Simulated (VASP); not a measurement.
# HfB (Fm-3m) in VASP: a series of runs, part 2 of 2

VASP 6.6.1.

### 4 Single point, PBE

This run uses another cell than the first one, of 12.33 Å³/atom, 0.874 times its volume.

Contents of INCAR:

```
SYSTEM = HfB
PREC = Accurate
ENCUT = 500
EDIFF = 1E-6
ISMEAR = -1
SIGMA = 0.04
LREAL = .False.
LASPH = .True.
NELM = 120
ALGO = Normal
ISIF = 2
LWAVE = .False.
LCHARG = .True.
GGA = PE
LELF = .True.
LVHAR = .True.
NBANDS = 14
GGA_COMPAT = .False.
```

Contents of KPOINTS:

```
regular mesh
0
Gamma
  6 6 6
  0 0 0
```

Contents of POSCAR:

```
HfB
1.0
    0.0000000000      2.3100000000      2.3100000000
    2.3100000000      0.0000000000      2.3100000000
    2.3100000000      2.3100000000      0.0000000000
Hf B
1 1
Direct
    0.5000000000      0.5000000000      0.5000000000
    0.0000000000      0.0000000000      0.0000000000
```

Potentials or basis: VASP PAW PBE potentials, release 64 (Hf_pv, B).

Command:

```bash
cat potpaw_PBE.64/Hf_pv/POTCAR potpaw_PBE.64/B/POTCAR > POTCAR
mpirun -np 1 vasp_std > vasp.out
```

OUTCAR:

```text
SYSTEM = HfB
   PREC = Accurate
   ENCUT = 500
   EDIFF = 1E-6
   ISMEAR = -1
   LREAL = .False.
   LASPH = .True.
   NELM = 120
   ISIF = 2
   GGA = PE

 ion  position               nearest neighbor table
   1  0.500  0.500  0.500-   2 2.31   2 2.31   2 2.31   2 2.31   2 2.31   2 2.31
   2  0.000  0.000  0.000-   1 2.31   1 2.31   1 2.31   1 2.31   1 2.31   1 2.31

  LATTYP: Found a face centered cubic cell.
 ALAT       =     4.6200000000

  Lattice vectors:

[... 445 lines left out ...]
     14      20.5045      0.00000

------------------------ aborting loop because EDIFF is reached ----------------------------------------

  FORCE on cell =-STRESS in cart. coord.  units (eV):
  Direction    XX          YY          ZZ          XY          YZ          ZX
  --------------------------------------------------------------------------------------
  -------------------------------------------------------------------------------------
  Total        4.7259577      4.7259577      4.7259577      0.0000000     -0.0000000      0.0000000
  in kB      307.1386516    307.1386516    307.1386516      0.0000000     -0.0000000      0.0000000
  external PRESSURE =     307.1386516 kB  Pullay stress =       0.0000000 kB

 VOLUME and BASIS-vectors are now :
 -----------------------------------------------------------------------------
  energy-cutoff  :      500.00
  volume of cell :       24.65
      direct lattice vectors                 reciprocal lattice vectors
     0.000000000  2.310000000  2.310000000    -0.216450216  0.216450216  0.216450216
     2.310000000  0.000000000  2.310000000     0.216450216 -0.216450216  0.216450216
     2.310000000  2.310000000  0.000000000     0.216450216  0.216450216 -0.216450216

 POSITION                                       TOTAL-FORCE (eV/Angst)
 -----------------------------------------------------------------------------------
      2.31000      2.31000      2.31000         0.000000      0.000000      0.000000
      0.00000      0.00000      0.00000        -0.000000     -0.000000     -0.000000
 -----------------------------------------------------------------------------------
    total drift:                                0.000000     -0.000000      0.000000

  FREE ENERGIE OF THE ION-ELECTRON SYSTEM (eV)
  ---------------------------------------------------
  free  energy   TOTEN  =       -17.1735100450 eV

  energy  without entropy=      -17.1643907513  energy(sigma->0) =      -17.16895040
```

OSZICAR:

```text
N       E                     dE             d eps       ncg     rms          rms(c)
DAV:   1     0.199721155372E+02    0.19972E+02   -0.68300E+03   448   0.841E+02
DAV:   2    -0.178387468579E+02   -0.37811E+02   -0.35794E+02   574   0.186E+02
DAV:   3    -0.188354267338E+02   -0.99668E+00   -0.99500E+00   538   0.208E+01
DAV:   4    -0.188389099065E+02   -0.34832E-02   -0.34830E-02   532   0.155E+00
DAV:   5    -0.188389273622E+02   -0.17456E-04   -0.17456E-04   544   0.975E-02    0.666E+01
DAV:   6    -0.172318358228E+02    0.16071E+01   -0.24379E+00   514   0.993E+00    0.419E+01
DAV:   7    -0.172059490044E+02    0.25887E-01   -0.87806E-01   562   0.569E+00    0.951E+00
DAV:   8    -0.171735211032E+02    0.32428E-01   -0.94054E-02   496   0.189E+00    0.101E+00
DAV:   9    -0.171735407147E+02   -0.19612E-04   -0.58895E-03   574   0.543E-01    0.132E-01
DAV:  10    -0.171735141947E+02    0.26520E-04   -0.24999E-04   496   0.105E-01    0.598E-02
DAV:  11    -0.171735100194E+02    0.41754E-05   -0.22064E-05   520   0.322E-02    0.721E-03
DAV:  12    -0.171735100450E+02   -0.25609E-07   -0.53593E-07   422   0.594E-03
   1 F= -.17173510E+02 E0= -.17168950E+02  d E =-.911929E-02
```

Wall time 5.3 s (1 thread of Intel Xeon 6975P-C, shared host); peak memory 0.14 GiB.

Results:

```yaml
Free_energy: -17.1735 eV
Pressure: 30.7 GPa
```

Levels at points of the mesh, in eV from the Fermi level:
```csv
k point,band 4,band 5,band 6,band 7,band 8,band 9,band 10,band 11
"(0.00, 0.00, 0.00)",-9.36,2.41,2.41,2.41,4.17,4.17,4.17,4.44
"(0.50, 0.00, 0.00)",-4.81,-3.85,-1.16,-1.16,6.76,6.76,7.81,8.67
"(0.50, 0.50, 0.00)",-6.52,-0.89,-0.69,2.59,2.59,6.47,8.13,8.13
```

Caveat: the k points lie up to 0.39 Å⁻¹ apart; spin-orbit coupling is left out, which moves the levels of the heavy elements.

### 5 Single point, PBEsol

This run uses another cell than the first one, of 12.33 Å³/atom, 0.874 times its volume.

Contents of INCAR:

```
PREC = Accurate ; ENCUT = 520
EDIFF = 1E-6 ; ISMEAR = 0
SIGMA = 0.1 ; LREAL = F
LASPH = T ; NELM = 100
ALGO = Normal ; ISIF = 2
LWAVE = F ; LCHARG = T
GGA = PS ; LELF = T
LVHAR = T ; NBANDS = 14
```

Contents of KPOINTS:

```
regular mesh
0
Gamma
  10 10 10
```

POSCAR is that of step 4.

Potentials or basis: VASP PAW PBE potentials, release 64 (Hf_pv, B).

Command:

```bash
cat potpaw_PBE.64/Hf_pv/POTCAR potpaw_PBE.64/B/POTCAR > POTCAR
mpirun -np 1 vasp_std > vasp.out
```

OUTCAR:

```text
PREC = Accurate
   ENCUT = 520
   EDIFF = 1E-6
   ISMEAR = 0
   LREAL = F
   LASPH = T
   NELM = 100
   ISIF = 2
   GGA = PS

 ion  position               nearest neighbor table
   1  0.500  0.500  0.500-   2 2.31   2 2.31   2 2.31   2 2.31   2 2.31   2 2.31
   2  0.000  0.000  0.000-   1 2.31   1 2.31   1 2.31   1 2.31   1 2.31   1 2.31

  LATTYP: Found a face centered cubic cell.
 ALAT       =     4.6200000000

  Lattice vectors:

 A1 = (   0.0000000000,   2.3100000000,   2.3100000000)
 A2 = (   2.3100000000,   0.0000000000,   2.3100000000)
 A3 = (   2.3100000000,   2.3100000000,   0.0000000000)

Analysis of symmetry for initial positions (statically):
=====================================================================
 Subroutine PRICEL returns:
 Original cell was already a primitive cell.

 Routine SETGRP: Setting up the symmetry group for a
 face centered cubic supercell.

 Subroutine GETGRP returns: Found 48 space group operations
 (whereof 48 operations were pure point group operations)
 out of a pool of 48 trial point group operations.

The static configuration has the point symmetry O_h .

Analysis of symmetry for dynamics (positions and initial velocities):
=====================================================================
 Subroutine PRICEL returns:
 Original cell was already a primitive cell.

 Routine SETGRP: Setting up the symmetry group for a
 face centered cubic supercell.

 Subroutine GETGRP returns: Found 48 space group operations
 (whereof 48 operations were pure point group operations)
 out of a pool of 48 trial point group operations.

The dynamic configuration has the point symmetry O_h .

 Subroutine INISYM returns: Found 48 space group operations
 (whereof 48 operations are pure point group operations),
 and found     1 'primitive' translations

----------------------------------------------------------------------------------------

                                     Primitive cell

  volume of cell :      24.6528

  direct lattice vectors                    reciprocal lattice vectors
     0.000000000  2.310000000  2.310000000    -0.216450216  0.216450216  0.216450216
     2.310000000  0.000000000  2.310000000     0.216450216 -0.216450216  0.216450216
     2.310000000  2.310000000  0.000000000     0.216450216  0.216450216 -0.216450216

  length of vectors
     3.266833329  3.266833329  3.266833329     0.374902772  0.374902772  0.374902772

  position of ions in fractional coordinates (direct lattice)
     0.500000000  0.500000000  0.500000000
     0.000000000  0.000000000  0.000000000

  ion indices of the primitive-cell ions
   primitive index   ion index
                 1           1
                 2           2

----------------------------------------------------------------------------------------

 KPOINTS: regular mesh

Automatic generation of k-mesh.
 Grid dimensions read from file:
 generate k-points for:   10   10   10

 Generating k-lattice:

  Cartesian coordinates                     Fractional coordinates (reciprocal lattice)
    -0.021645022  0.021645022  0.021645022     0.100000000  0.000000000  0.000000000
     0.021645022 -0.021645022  0.021645022     0.000000000  0.100000000  0.000000000
     0.021645022  0.021645022 -0.021645022     0.000000000  0.000000000  0.100000000

  Length of vectors
     0.037490277  0.037490277  0.037490277

  Shift w.r.t. Gamma in fractional coordinates (k-lattice)
[... 36 lines left out ...]
   total plane-waves  NPLWV =  13824
   dimension x,y,z NGX =    24 NGY =   24 NGZ =   24
   dimension x,y,z NGXF=    48 NGYF=   48 NGZF=   48
   ions per type =               1   1
   NGX,Y,Z   is equivalent  to a cutoff of  12.21, 12.21, 12.21 a.u.
   NGXF,Y,Z  is equivalent  to a cutoff of  24.43, 24.43, 24.43 a.u.
 SYSTEM =  unknown system
   PREC   = accura    normal or accurate (medium, high low for compatibility)
   ISTART =      0    job   : 0-new  1-cont  2-samecut
   ICHARG =      2    charge: 1-file 2-atom 10-const
   ISPIN  =      1    spin polarized calculation?
   LNONCOLLINEAR =      F non collinear calculations
   LSORBIT =      F    spin-orbit coupling
   LASPH  =      T    aspherical Exc in radial PAW
   ENCUT  =  520.0 eV  38.22 Ry    6.18 a.u.   6.07  6.07  6.07*2*pi/ulx,y,z
   NELM   =    100;   NELMIN=  2; NELMDL= -5     # of ELM steps
   EDIFF  = 0.1E-05   stopping-criterion for ELM
   LREAL  =      F    real-space projection
   EDIFFG = 0.1E-04   stopping-criterion for IOM
   NSW    =      0    number of steps for IOM
   IBRION =     -1    ionic relax: 0-MD 1-quasi-New 2-CG
   NFREE  =      0    steps in history (QN), initial steepest desc. (CG)
   ISIF   =      2    stress and relaxation
   ISYM   =      2    0-nonsym 1-usesym 2-fastsym
   POTIM  = 0.5000    time-step for ionic-motion
   TEBEG  =    0.0;   TEEND  =   0.0 temperature during run
   PSTRESS=    0.0 pullay stress
   NELECT =      13.0000    total number of electrons
   NUPDOWN=      -1.0000    fix difference up-down
   EMIN   =  10.00;   EMAX   =-10.00  energy-range for DOS
   EFERMI =   0.00;   METHOD = LEGACY
   ISMEAR =     0;   SIGMA  =   0.10  broadening in eV -4-tet -1-fermi 0-gaus
   EFERMI_NEDOS =   21; number of points for ismear=-14 and -15
   IALGO  =     38    algorithm
   IMIX   =      4    mixing-type and parameters
     AMIX     =   0.40;   BMIX     =  1.00
     AMIX_MAG =   1.60;   BMIX_MAG =  1.00
  volume/ion in A,a.u.               =      12.33        83.18
  Fermi-wavevector in a.u.,A,eV,Ry     =   1.322617  2.499383 23.800871  1.749315
  Thomas-Fermi vector in A             =   2.452285
   LORBIT       =      0    0 simple, 1 ext, 2 COOP (PROOUT), +10 PAW based schemes
   GGA     = PS    functional components
   LHFCALC =     F    Hartree Fock is set to
   AEXX    =    0.0000 exact exchange contribution
   IVDW    =     0    specifies the selected vdW correction
   LEPSILON=     F    determine dielectric tensor
   LRPA    =     F    only Hartree local field effects (RPA)
 non-spin polarized calculation
 Gauss-broadening in eV      SIGMA  =   0.10
  energy-cutoff  :      520.00
  volume of cell :       24.65
 maximum number of plane-waves:       678
   NGX = 13   NGY = 13   NGZ = 13

 number of electron      13.0000002 magnetization

 Free energy of the ion-electron system (eV)
  ---------------------------------------------------
  ext. energy  EPLUGINS =         0.00000000
  ---------------------------------------------------
  free energy    TOTEN  =       -18.20383703 eV

  energy without entropy =      -18.19709483  energy(sigma->0) =      -18.20046593

 E-fermi :   4.9702     XC(G=0): -12.4034

 val. band max:        4.9378343378   @ k =  -0.2000   0.1000   0.0000
 cond. band min:       4.9933039384   @ k =   0.5000   0.3000   0.1000
 fundamental gap:      0.0554696006
 Fermi energy:         4.9701627315

 k-point     1 :       0.0000    0.0000    0.0000
  band No.  band energies     occupation
      1     -23.2483      2.00000
      2     -23.2483      2.00000
      3     -23.2483      2.00000
      4      -4.5700      2.00000
      5       7.1513      0.00000
      6       7.1513      0.00000
      7       7.1513      0.00000
      8       8.9865      0.00000
      9       8.9865      0.00000
     10       8.9865      0.00000
     11       9.1959      0.00000
     12       9.1959      0.00000
     13      16.6534      0.00000
     14      18.0344      0.00000
[... 377 lines left out ...]
      1     -23.7985      2.00000
      2     -23.4717      2.00000
      3     -23.4486      2.00000
      4      -1.5992      2.00000
      5       2.8422      2.00000
      6       4.1834      2.00000
      7       6.3565      0.00000
      8       7.1701      0.00000
      9      11.3331      0.00000
     10      12.9617      0.00000
     11      13.2452      0.00000
     12      17.4607      0.00000
     13      17.8999      0.00000
     14      20.2241      0.00000

 [... further k-points ...]

------------------------ aborting loop because EDIFF is reached ----------------------------------------

  FORCE on cell =-STRESS in cart. coord.  units (eV):
  Direction    XX          YY          ZZ          XY          YZ          ZX
  --------------------------------------------------------------------------------------
  -------------------------------------------------------------------------------------
  Total        3.7344002      3.7344002      3.7344002      0.0000000      0.0000000     -0.0000000
  in kB      242.6976141    242.6976141    242.6976141      0.0000000      0.0000000     -0.0000000
  external PRESSURE =     242.6976141 kB  Pullay stress =       0.0000000 kB

 VOLUME and BASIS-vectors are now :
 -----------------------------------------------------------------------------
  energy-cutoff  :      520.00
  volume of cell :       24.65
      direct lattice vectors                 reciprocal lattice vectors
     0.000000000  2.310000000  2.310000000    -0.216450216  0.216450216  0.216450216
     2.310000000  0.000000000  2.310000000     0.216450216 -0.216450216  0.216450216
     2.310000000  2.310000000  0.000000000     0.216450216  0.216450216 -0.216450216

 POSITION                                       TOTAL-FORCE (eV/Angst)
 -----------------------------------------------------------------------------------
      2.31000      2.31000      2.31000        -0.000000      0.000000     -0.000000
      0.00000      0.00000      0.00000         0.000000     -0.000000      0.000000
 -----------------------------------------------------------------------------------
    total drift:                               -0.000000     -0.000000      0.000000

  FREE ENERGIE OF THE ION-ELECTRON SYSTEM (eV)
  ---------------------------------------------------
  free  energy   TOTEN  =       -18.2038370258 eV

  energy  without entropy=      -18.1970948320  energy(sigma->0) =      -18.20046593
```

Run time: 18 s. Hardware: 1 thread of AMD EPYC 7R13 (Zen 3), shared host; peak memory 0.11 GiB.

What came out:

| Quantity | Value |
| --- | --- |
| Free energy | -18.2038 eV |
| Pressure | 24.3 GPa |

Levels at points of the mesh, in eV from the Fermi level:
| k point | band 3 | band 4 | band 5 | band 6 | band 7 | band 8 | band 9 | band 10 | band 11 | band 12 |
| --- | --- | --- | --- | --- | --- | --- | --- | --- | --- | --- |
| (0.00, 0.00, 0.00) | -28.22 | -9.54 | 2.18 | 2.18 | 2.18 | 4.02 | 4.02 | 4.02 | 4.23 | 4.23 |
| (0.50, 0.00, 0.00) | -28.30 | -5.02 | -3.97 | -1.35 | -1.35 | 6.54 | 6.54 | 7.59 | 8.48 | 14.02 |
| (0.50, 0.50, 0.00) | -28.48 | -6.68 | -1.12 | -0.87 | 2.42 | 2.42 | 6.26 | 7.91 | 7.91 | 9.39 |

Caveat: the PAW data sets were made with another functional, which shifts forces and pressure a little; spin-orbit coupling is left out, which moves the levels of the heavy elements.

### 6 Single point, LDA

This run uses another cell than the first one, of 12.33 Å³/atom, 0.874 times its volume.

Contents of INCAR:

```
SYSTEM = HfB
PREC = Accurate
ENCUT = 520
EDIFF = 1E-7
ISMEAR = 0
SIGMA = 0.1
LREAL = .FALSE.
LASPH = .TRUE.
NELM = 80
ALGO = Normal
ISIF = 2
LWAVE = .FALSE.
LCHARG = .FALSE.
GGA = CA
NBANDS = 14
```

Contents of KPOINTS:

```
Automatic mesh
0
G
  10 10 10
  0 0 0
```

POSCAR is that of step 5.

Potentials or basis: VASP PAW LDA potentials, release 64 (Hf_pv, B).

Command:

```bash
cat potpaw_LDA.64/Hf_pv/POTCAR potpaw_LDA.64/B/POTCAR > POTCAR
mpirun -np 1 vasp_std > vasp.out
```

It took 20 s on 1 thread of AMD EPYC 7R13 (Zen 3), shared host; peak memory 0.11 GiB.

The run converged. Its results:

| Property | Result |
| --- | --- |
| Free energy | -18.8691 eV |
| Pressure | 19.7 GPa |

Levels at points of the mesh, in eV from the Fermi level:
```
           k point  band 5  band 6  band 7  band 8  band 9  band 10
(0.00, 0.00, 0.00)    2.15    2.15    2.15    3.98    3.98     3.98
(0.50, 0.00, 0.00)   -3.83   -1.37   -1.37    6.45    6.45     7.52
(0.50, 0.50, 0.00)   -1.11   -0.77    2.44    2.44    6.21     7.81
```

Caveat: spin-orbit coupling is left out, which moves the levels of the heavy elements.

### 7 Summary

```csv
level,potentials or basis,cell,k mesh,cutoff (eV),smearing,grid for exact exchange (PRECFOCK),screening parameter,gap on the mesh (eV),pressure (GPa)
HSE06,"VASP PAW PBE potentials, release 64 (Hf_pv, B)","a = 3.416 Å, angles 60.0°, 2 atoms",5 × 5 × 5,520,fermi-dirac 0.05 eV,Normal,0.2079 1/Å,none,-1.7
B3LYP,"VASP PAW PBE potentials, release 64 (Hf_pv, B)","a = 3.442 Å, angles 60.0°, 2 atoms",5 × 5 × 5,520,fermi-dirac 0.05 eV,Normal,-,none,-0.9
PBE,"VASP PAW PBE potentials, release 64 (Hf_pv, B)","a = 3.267 Å, angles 60.0°, 2 atoms",6 × 6 × 6,500,fermi-dirac 0.04 eV,-,-,none,30.7
PBEsol,"VASP PAW PBE potentials, release 64 (Hf_pv, B)","a = 3.267 Å, angles 60.0°, 2 atoms",10 × 10 × 10,520,gaussian 0.1 eV,-,-,none,24.3
LDA,"VASP PAW LDA potentials, release 64 (Hf_pv, B)","a = 3.267 Å, angles 60.0°, 2 atoms",10 × 10 × 10,520,gaussian 0.1 eV,-,-,none,19.7
```

Alike in all rows: task single point; no spin polarisation.

Caveats: some runs use coarse meshes; spin-orbit coupling is left out, which moves the levels of the heavy elements; the PAW data sets were made with another functional, which shifts forces and pressure a little (some runs).

Absolute energies hang on the potentials; compare differences alone.
